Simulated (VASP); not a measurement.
La2TaO2: relaxation of cell and atoms with PBE

Crystal: La2TaO2.

```
La Ta O
1.0
     3.66893    0.00000    0.00000
    -1.83447    3.17739    0.00000
     0.00000    0.00000    8.74183
La Ta O
2 1 2
Direct
  0.00000 0.00000 0.21015
  0.00000 0.00000 0.78985
  0.00000 0.00000 0.50000
  0.33333 0.66667 0.00000
  0.66667 0.33333 0.00000
```

The cell was built from a structure type or drawn by symmetry, and may not be a known phase.

```
Program                : VASP 6.6.1
Task                   : relaxation of cell and atoms
Functional             : PBE
Potentials or basis    : VASP PAW PBE potentials, release 64 (La, Ta_pv, O)
Cutoff                 : 600 eV
k mesh                 : 6 × 6 × 2
Occupations            : gaussian, width 0.1 eV
Spin                   : collinear spin
Starting moments       : [0.0, 0.0, 1.0, 0.0, 0.0] μB
Dipole correction      : no
Further INCAR settings : ALGO = Normal; EDIFF = 1e-06; IBRION = 2; EDIFFG = -0.04; NSW = 90; ISIF = 3
```

The relaxed volume is 21.71 Å³/atom. The relaxed cell is a = 3.760 Å, b = 3.760 Å, c = 8.865 Å, α = 90.00°, β = 90.00°, γ = 120.00° and the space group after relaxing (to 0.1 Å) is P6/mmm (No. 191). The energy gained by relaxing is 550.8 meV/atom, the ionic steps are 12 and the pressure after relaxing is 0.0 GPa. The largest force after relaxing is 0.012 eV/Å. The net moment is 0.70 μB per cell and the site moments are La +0.03; Ta +0.45; O -0.00 μB. The valence electrons inside the program's atomic spheres are La 8.73; Ta 8.46; O 4.97.

Forces in eV/Å, atoms in the order of the input:
```
La   0.000  0.000 -0.012
La   0.000  0.000  0.012
Ta   0.000  0.000  0.000
O    0.000  0.000  0.000
O    0.000  0.000  0.000
```

Step by step:
```csv
step,energy change (eV),largest force (eV/Å),pressure (GPa),volume (Å³)
1,0.0000,5.2167,0.33,101.91
2,-1.9646,2.6302,-0.16,102.53
3,-2.5956,0.3673,4.14,103.04
4,-2.5944,0.2832,5.05,103.10
5,-2.5991,0.1180,4.51,103.07
6,-2.5893,1.7131,-1.25,113.61
7,-2.7364,0.6645,1.17,108.23
8,-2.7276,0.5943,-2.04,110.99
9,-2.7500,0.0765,-0.30,109.40
10,-2.7536,0.0563,-0.22,109.08
11,-2.7537,0.0515,-0.21,109.03
12,-2.7541,0.0123,0.03,108.55
```

Final structure:
```yaml
crystal:
  lattice:
    - [3.76020, 0.00000, 0.00000]
    - [-1.88010, 3.25642, 0.00000]
    - [0.00000, 0.00000, 8.86465]
  atoms:
    - { symbol: La, position: [0.00000, 0.00000, 0.15569] }
    - { symbol: La, position: [0.00000, 0.00000, 0.84431] }
    - { symbol: Ta, position: [0.00000, 0.00000, 0.50000] }
    - { symbol: O, position: [0.33333, 0.66667, 0.00000] }
    - { symbol: O, position: [0.66667, 0.33333, 0.00000] }
```

Levels at points of the mesh, in eV from the Fermi level:
Spin up:
```
           k point  band 19  band 20  band 21  band 22  band 23  band 24  band 25  band 26  band 27  band 28
(0.00, 0.00, 0.00)    -1.99    -1.99    -1.38     0.50     0.50     0.55     0.77     0.93     0.93     2.17
(0.50, 0.00, 0.00)    -1.73    -1.13    -0.99    -0.74    -0.09     0.51     1.32     1.87     2.07     2.31
(0.00, 0.00, 0.50)    -2.02    -2.02    -0.55    -0.43     0.17     0.49     0.49     1.03     1.03     2.03
(0.50, 0.00, 0.50)    -1.66    -0.88    -0.74    -0.42    -0.15     0.57     0.86     1.18     1.99     2.18
```
Spin down:
| k point | band 18 | band 19 | band 20 | band 21 | band 22 | band 23 | band 24 | band 25 | band 26 | band 27 |
| --- | --- | --- | --- | --- | --- | --- | --- | --- | --- | --- |
| (0.00, 0.00, 0.00) | -2.44 | -1.99 | -1.99 | -0.89 | 0.60 | 0.77 | 0.77 | 0.86 | 1.19 | 1.19 |
| (0.50, 0.00, 0.00) | -1.73 | -1.62 | -0.96 | -0.75 | -0.54 | -0.02 | 0.76 | 1.36 | 1.86 | 2.07 |
| (0.00, 0.00, 0.50) | -2.44 | -2.02 | -2.02 | -0.36 | 0.13 | 0.20 | 0.75 | 0.75 | 1.29 | 1.29 |
| (0.50, 0.00, 0.50) | -1.88 | -1.40 | -0.76 | -0.75 | -0.06 | 0.24 | 0.83 | 0.86 | 1.27 | 1.98 |

Wall time 24 min on 1 thread of Intel(R) Xeon(R) 6975P-C (Granite Rapids), with other jobs on the host, peak memory 0.35 GiB.

Caveat: spin-orbit coupling is left out, which moves the levels of the heavy elements.
